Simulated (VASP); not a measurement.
# LiGa (Fd-3m) in VASP: single point with LDA

Aim: the single point of LiGa with LDA.

Everything below comes from runs of VASP 6.6.1. Logs are shortened: lines on timing, memory, paths and dates and some standing lists are left out, and cuts for length are marked.

## Step 1: The cell of the first run

Symmetry: Fd-3m, No. 227, cubic system. Conventional cell: a = 6.169 Å, b = 6.169 Å, c = 6.169 Å, α = 90.00°, β = 90.00°, γ = 90.00°. Within 3.5 Å of Li (site symmetry -43m) lie 4 Li at 2.67 Å and 10 Ga at 2.67 to 3.08 Å. Ga (site symmetry -43m) has 10 Li at 2.67 to 3.08 Å and 4 Ga at 2.67 Å within 3.5 Å.

## Step 2: Single point, LDA, collinear spin, zero start

File INCAR:

```
SYSTEM = LiGa
PREC = Accurate
ENCUT = 520
EDIFF = 1E-6
ISMEAR = -1
SIGMA = 0.05
LREAL = .False.
LASPH = .True.
NELM = 150
ALGO = Normal
ISIF = 2
LWAVE = .False.
LCHARG = .True.
ISPIN = 2
MAGMOM = 0 0 0 0
LORBIT = 11
LELF = .True.
LVHAR = .True.
NBANDS = 28
```

File KPOINTS:

```
Automatic mesh
0
Gamma
  7 7 7
  0 0 0
```

File POSCAR:

```
LiGa
1.0
    0.0000000000      3.0845000000      3.0845000000
    3.0845000000      0.0000000000      3.0845000000
    3.0845000000      3.0845000000      0.0000000000
Li Ga
2 2
Direct
    0.5000000000      0.5000000000      0.5000000000
    0.7500000000      0.7500000000      0.7500000000
    0.0000000000      0.0000000000      0.0000000000
    0.2500000000      0.2500000000      0.2500000000
```

Potentials or basis: VASP PAW LDA potentials, release 64 (Li_sv, Ga_d).

The run is started by

```
> cat potpaw_LDA.64/Li_sv/POTCAR potpaw_LDA.64/Ga_d/POTCAR > POTCAR
> mpirun -np 1 vasp_std > vasp.out
```

OUTCAR:

```text
SYSTEM = LiGa
   PREC = Accurate
   ENCUT = 520
   EDIFF = 1E-6
   ISMEAR = -1
   LREAL = .False.
   LASPH = .True.
   NELM = 150
   ISIF = 2
   ISPIN = 2
   LORBIT = 11

 ion  position               nearest neighbor table
   1  0.500  0.500  0.500-   4 2.67   4 2.67   4 2.67   4 2.67
   2  0.750  0.750  0.750-   3 2.67   3 2.67   3 2.67   3 2.67
   3  0.000  0.000  0.000-   2 2.67   2 2.67   2 2.67   4 2.67   4 2.67   4 2.67   4 2.67   2 2.67

   4  0.250  0.250  0.250-   3 2.67   3 2.67   3 2.67   1 2.67   1 2.67   1 2.67   3 2.67   1 2.67

  LATTYP: Found a face centered cubic cell.
 ALAT       =     6.1690000000

  Lattice vectors:

 A1 = (   0.0000000000,   3.0845000000,   3.0845000000)
 A2 = (   3.0845000000,   0.0000000000,   3.0845000000)
 A3 = (   3.0845000000,   3.0845000000,   0.0000000000)

Analysis of symmetry for initial positions (statically):
=====================================================================
 Subroutine PRICEL returns:
 Original cell was already a primitive cell.

 Routine SETGRP: Setting up the symmetry group for a
 face centered cubic supercell.

 Subroutine GETGRP returns: Found 48 space group operations
 (whereof 24 operations were pure point group operations)
 out of a pool of 48 trial point group operations.

The static configuration has the point symmetry T_d .
 The point group associated with its full space group is O_h .

Analysis of symmetry for dynamics (positions and initial velocities):
=====================================================================
 Subroutine PRICEL returns:
 Original cell was already a primitive cell.

 Routine SETGRP: Setting up the symmetry group for a
 face centered cubic supercell.

 Subroutine GETGRP returns: Found 48 space group operations
 (whereof 24 operations were pure point group operations)
 out of a pool of 48 trial point group operations.

The dynamic configuration has the point symmetry T_d .
 The point group associated with its full space group is O_h .

Analysis of structural, dynamic, and magnetic symmetry:
=====================================================================
 Subroutine PRICEL returns:
 Original cell was already a primitive cell.

 Routine SETGRP: Setting up the symmetry group for a
 face centered cubic supercell.

 Subroutine GETGRP returns: Found 48 space group operations
 (whereof 24 operations were pure point group operations)
 out of a pool of 48 trial point group operations.

The overall configuration has the point symmetry T_d .
 The point group associated with its full space group is O_h .

 Subroutine INISYM returns: Found 48 space group operations
 (whereof 24 operations are pure point group operations),
 and found     1 'primitive' translations
[... 124 lines left out ...]
   LRPA    =     F    only Hartree local field effects (RPA)
 spin polarized calculation
  energy-cutoff  :      520.00
  volume of cell :       58.69
 maximum number of plane-waves:      1600
   NGX = 17   NGY = 17   NGZ = 17

 number of electron      31.9999980 magnetization       0.0000146

 number of electron      31.9999980 magnetization      -0.0000024

 Free energy of the ion-electron system (eV)
  ---------------------------------------------------
  ext. energy  EPLUGINS =         0.00000000
  ---------------------------------------------------
  free energy    TOTEN  =       -12.77178909 eV

  energy without entropy =      -12.76364900  energy(sigma->0) =      -12.76771905

 E-fermi :   5.3830     XC(G=0): -10.4244

 val. band max:        5.3173799150   @ k =   0.4286   0.0000   0.0000
 cond. band min:       5.4190543215   @ k =   0.4286   0.4286   0.0000
 fundamental gap:      0.1016744065
 Fermi energy:         5.3829504385

 spin component 1

 k-point     1 :       0.0000    0.0000    0.0000
  band No.  band energies     occupation
      1     -41.0262      1.00000
      2     -40.9674      1.00000
      3     -10.3121      1.00000
      4     -10.3121      1.00000
      5     -10.3121      1.00000
      6     -10.2882      1.00000
[... 609 lines left out ...]
     27      18.0464      0.00000
     28      18.2538      0.00000
 Fermi energy:         5.3829504385

 spin component 2

 k-point     1 :       0.0000    0.0000    0.0000
  band No.  band energies     occupation
      1     -41.0262      1.00000
      2     -40.9674      1.00000
      3     -10.3121      1.00000
      4     -10.3121      1.00000
      5     -10.3121      1.00000
      6     -10.2882      1.00000
[... 609 lines left out ...]
     27      18.0464      0.00000
     28      18.2539      0.00000

------------------------ aborting loop because EDIFF is reached ----------------------------------------

  FORCE on cell =-STRESS in cart. coord.  units (eV):
  Direction    XX          YY          ZZ          XY          YZ          ZX
  --------------------------------------------------------------------------------------
  -------------------------------------------------------------------------------------
  Total       -0.9927073     -0.9927073     -0.9927073      0.0000000      0.0000000      0.0000000
  in kB      -27.0986376    -27.0986376    -27.0986376      0.0000000      0.0000000      0.0000000
  external PRESSURE =     -27.0986376 kB  Pullay stress =       0.0000000 kB

 VOLUME and BASIS-vectors are now :
 -----------------------------------------------------------------------------
  energy-cutoff  :      520.00
  volume of cell :       58.69
      direct lattice vectors                 reciprocal lattice vectors
     0.000000000  3.084500000  3.084500000    -0.162100827  0.162100827  0.162100827
     3.084500000  0.000000000  3.084500000     0.162100827 -0.162100827  0.162100827
     3.084500000  3.084500000  0.000000000     0.162100827  0.162100827 -0.162100827

 POSITION                                       TOTAL-FORCE (eV/Angst)
 -----------------------------------------------------------------------------------
      3.08450      3.08450      3.08450        -0.000000     -0.000000     -0.000000
      4.62675      4.62675      4.62675         0.000000      0.000000      0.000000
      0.00000      0.00000      0.00000        -0.000000     -0.000000     -0.000000
      1.54225      1.54225      1.54225         0.000000      0.000000      0.000000
 -----------------------------------------------------------------------------------
    total drift:                               -0.000000      0.000000      0.000000

  FREE ENERGIE OF THE ION-ELECTRON SYSTEM (eV)
  ---------------------------------------------------
  free  energy   TOTEN  =       -12.7717890907 eV

  energy  without entropy=      -12.7636490011  energy(sigma->0) =      -12.76771905

 total charge

# of ion       s       p       d       tot
------------------------------------------
    1        2.022   0.081   0.000   2.104
    2        2.022   0.081   0.000   2.104
    3        0.920   0.825   9.937  11.682
    4        0.920   0.825   9.937  11.682
--------------------------------------------------
tot          5.885   1.813  19.873  27.571

 magnetization (x)

# of ion       s       p       d       tot
------------------------------------------
    1       -0.000   0.000   0.000  -0.000
    2       -0.000   0.000   0.000  -0.000
    3       -0.000  -0.000  -0.000  -0.000
    4       -0.000  -0.000  -0.000  -0.000
--------------------------------------------------
tot         -0.000  -0.000  -0.000  -0.000
```

OSZICAR:

```text
N       E                     dE             d eps       ncg     rms          rms(c)
DAV:   1     0.210487999640E+03    0.21049E+03   -0.14549E+04  2428   0.187E+03
DAV:   2     0.170223154571E+02   -0.19347E+03   -0.18092E+03  2308   0.425E+02
DAV:   3    -0.107119543227E+02   -0.27734E+02   -0.27315E+02  3272   0.108E+02
DAV:   4    -0.128839549256E+02   -0.21720E+01   -0.20875E+01  3696   0.246E+01
DAV:   5    -0.129669233182E+02   -0.82968E-01   -0.82843E-01  2876   0.398E+00    0.233E+00
DAV:   6    -0.128091377719E+02    0.15779E+00   -0.26595E-01  3096   0.669E+00    0.113E+00
DAV:   7    -0.127763506385E+02    0.32787E-01   -0.37406E-02  3564   0.169E+00    0.331E-01
DAV:   8    -0.127717456956E+02    0.46049E-02   -0.64456E-03  3496   0.770E-01    0.566E-02
DAV:   9    -0.127717889605E+02   -0.43265E-04   -0.65200E-04  2832   0.128E-01    0.383E-02
DAV:  10    -0.127717895698E+02   -0.60931E-06   -0.33181E-05  3576   0.446E-02    0.113E-02
DAV:  11    -0.127717890907E+02    0.47904E-06   -0.41184E-06  2648   0.161E-02
   1 F= -.12771789E+02 E0= -.12767719E+02  d E =-.814009E-02  mag=     0.0000
```

Wall time 52 s (1 thread of Intel Xeon Platinum 8259CL at 2.50GHz (Skylake/Cascade Lake), shared host); peak memory 0.18 GiB.

What came out:

```yaml
Free_energy: -12.7718 eV
Band_gap_on_the_k_mesh: zero (filled and empty bands overlap)
Net_moment: 0.00 μB per cell
Valence_electrons_inside_the_program's_atomic_spheres: Li 2.10; Ga 11.68
```

Levels at points of the mesh, in eV from the Fermi level:
Spin up:
```tsv
k point	band 13	band 14	band 15	band 16	band 17	band 18	band 19	band 20
(0.00, 0.00, 0.00)	-10.52	0.50	0.50	0.50	0.50	1.01	1.01	1.01
```
Spin down:
| k point | band 14 | band 15 | band 16 | band 17 | band 18 | band 19 |
| --- | --- | --- | --- | --- | --- | --- |
| (0.00, 0.00, 0.00) | 0.50 | 0.50 | 0.50 | 0.50 | 1.01 | 1.01 |

Caveat: the cutoff is under 1.25 times the usual one of these potentials, so pressure, stress and relaxed cells hold a basis-set (Pulay) error.
